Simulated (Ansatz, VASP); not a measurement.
## One calculation of CdS, two programs

The input INCAR:

```
SYSTEM = CdS
PREC = Accurate
ENCUT = 520
EDIFF = 1E-6
ISMEAR = -1
SIGMA = 0.15
LREAL = .False.
LASPH = .True.
NELM = 80
ALGO = Normal
ISIF = 2
LWAVE = .False.
LCHARG = .False.
GGA = RP
NBANDS = 16
```

The input KPOINTS:

```
regular mesh
0
Gamma
  8 8 8
  0 0 0
```

The input POSCAR:

```
CdS
1.0
    0.0000000000      3.0957962795      3.0957962795
    3.0957962795      0.0000000000      3.0957962795
    3.0957962795      3.0957962795      0.0000000000
Cd S
1 1
Direct
    0.0000000000      0.0000000000      0.0000000000
    0.7500000000      0.7500000000      0.7500000000
```

input.yaml

```yaml
crystal:
  lattice:
    - [0.0, 3.0957962795, 3.0957962795]
    - [3.0957962795, 0.0, 3.0957962795]
    - [3.0957962795, 3.0957962795, 0.0]
  atoms:
    - { symbol: Cd, position: [0.0, 0.0, 0.0] }
    - { symbol: S, position: [0.75, 0.75, 0.75] }
hamiltonian:
  xc: rpbe
  pseudopotentials: { kind: paw }
kpoints:
  mp_grid: { grid: [8, 8, 8] }
scf:
  occupations: { method: fermi_dirac, width: 0.15 }
output:
  forces: true
  stress: true
  eigenvalues: true
  write_density: true
  write_potential: true
  elf: true
  volumetric_format: npy
```

Alike in both runs: task single point; functional RPBE; k mesh 8 × 8 × 8; occupations fermi-dirac, width 0.15 eV; no spin polarisation.

|  | VASP | Ansatz |
| --- | --- | --- |
| version | VASP 6.6.1 | Ansatz 0.2.0 |
| potentials or method | VASP PAW PBE potentials, release 64 (Cd, S) | Ansatz PAW |
| plane-wave cutoff (eV) | 520 | 420 |
| valence electrons in the cell | 18 | 26 |

Ansatz gave:

- gap on the k mesh at the Fermi level (eV): 0.92
- least direct gap on the mesh (eV): 0.92
- pressure (GPa): -3.4

Task: Estimate VASP's values.

Result: gap on the k mesh at the Fermi level (eV): 0.92; least direct gap on the mesh (eV): 0.92; pressure (GPa): -3.3.

VASP's potentials were made for PBE, not for RPBE. VASP's potentials hold 18 valence electrons a cell and Ansatz's 26, so a difference there can come from the potentials and not from the codes.
